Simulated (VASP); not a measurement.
Wanted: the native input for a VASP 6.6.1 run.

```yaml
Task: single point
Functional: PBE
Potentials_or_basis: VASP PAW PBE potentials, release 64 (Ce)
Cutoff: 500 eV
k_mesh: 11 × 11 × 11
Occupations: gaussian, width 0.3 eV
Spin: no spin polarisation
Dipole_correction: no
Further_INCAR_settings: ALGO = Normal; EDIFF = 1e-06; NBANDS = 12
```

The structure of Ce lies in POSCAR:

```
Ce
1.0
    0.0000000000      2.3774557595      2.3774557595
    2.3774557595      0.0000000000      2.3774557595
    2.3774557595      2.3774557595      0.0000000000
Ce
1
Direct
    0.0000000000      0.0000000000      0.0000000000
```

One way to write it, as run:

INCAR

```
PREC = Accurate
ENCUT = 500
EDIFF = 1E-6
ISMEAR = 0
SIGMA = 0.3
LREAL = F
LASPH = T
NELM = 200
ALGO = Normal
ISIF = 2
LWAVE = F
LCHARG = F
GGA = PE
NBANDS = 12
GGA_COMPAT = F
LMAXMIX = 6
```

KPOINTS

```
Automatic mesh
0
Gamma
  11 11 11
```

Potentials or basis: VASP PAW PBE potentials, release 64 (Ce).

Run with:

```sh
$ cat potpaw_PBE.64/Ce/POTCAR > POTCAR
$ mpirun -np 1 vasp_std > vasp.out
```

Results of the run:

```yaml
Pressure: -0.1 GPa
Band_gap_on_the_k_mesh: zero (band 6 reaches 9.49 eV, above the bottom of band 7 at 9.13 eV)
```

Caveat: spin-orbit coupling is left out, which moves the levels of the heavy elements.

Wall time 30 s on 1 thread of Intel(R) Xeon(R) Platinum 8375C CPU @ 2.90GHz (Ice Lake), on a shared host, peak memory 0.17 GiB.
